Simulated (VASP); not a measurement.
# Ti: relaxation of cell and atoms with r2SCAN

The system is Ti.

```xyz
2
Lattice="0.0000 2.8400 2.8400 2.8400 0.0000 2.8400 2.8400 2.8400 0.0000" Properties=species:S:1:pos:R:3 pbc="T T T"
Ti    5.6800    5.6800    5.6800
Ti    1.4200    1.4200    1.4200
```

This isn't the form of Ti at room conditions, which is hcp.

```json
{
  "Program": "VASP 6.6.1",
  "Task": "relaxation of cell and atoms",
  "Functional": "r2SCAN",
  "Potentials or basis": "VASP PAW PBE potentials, release 64 (Ti_sv)",
  "Cutoff": "550 eV",
  "k mesh": "14 × 14 × 14",
  "Occupations": "fermi-dirac, width 0.05 eV",
  "Spin": "no spin polarisation",
  "Dipole correction": "no",
  "Further INCAR settings": "ALGO = Normal; EDIFF = 1e-07; IBRION = 2; EDIFFG = -0.03; NSW = 80; ISIF = 3"
}
```

```yaml
Relaxed_volume: 21.65 Å³/atom
Relaxed_cell: a = 3.941 Å, b = 3.941 Å, c = 3.941 Å, α = 60.00°, β = 60.00°, γ = 60.00°
Space_group_after_relaxing_to_0.1_Å: Fd-3m (No. 227)
Energy_gained_by_relaxing: 6.7 meV/atom
Ionic_steps: 3
Pressure_after_relaxing: 0.0 GPa
Band_gap_on_the_k_mesh: zero (bands 12 and 13 overlap by 0.28 eV)
```

The path:
| step | energy change (eV) | largest force (eV/Å) | pressure (GPa) | volume (Å³) |
| --- | --- | --- | --- | --- |
| 1 | 0.0000 | 0.0000 | -1.78 | 45.81 |
| 2 | -0.0120 | 0.0000 | -0.57 | 44.15 |
| 3 | -0.0134 | 0.0000 | 0.03 | 43.30 |

Final structure:
```
CELL_PARAMETERS angstrom
0.00000 2.78702 2.78702
2.78702 0.00000 2.78702
2.78702 2.78702 0.00000
ATOMIC_POSITIONS crystal
Ti 0.00000 0.00000 0.00000
Ti 0.25000 0.25000 0.25000
```

Levels at points of the mesh, in eV from the Fermi level:
```tsv
k point	band 9	band 10	band 11	band 12	band 13	band 14	band 15	band 16
(0.00, 0.00, 0.00)	-5.28	-0.83	-0.83	-0.16	-0.16	-0.16	1.81	1.81
(0.50, 0.00, 0.00)	-1.88	-1.73	-0.82	-0.82	-0.14	-0.14	0.56	2.65
(0.50, 0.50, 0.00)	-2.17	-2.17	-0.01	-0.01	0.38	0.38	1.55	1.55
```

Wall time 13 min on 1 thread of AMD EPYC 9R45 96-Core Processor (Zen 5) (shared host), peak memory 0.21 GiB.

Caveat: the PAW data sets were made with another functional, which shifts forces and pressure a little.
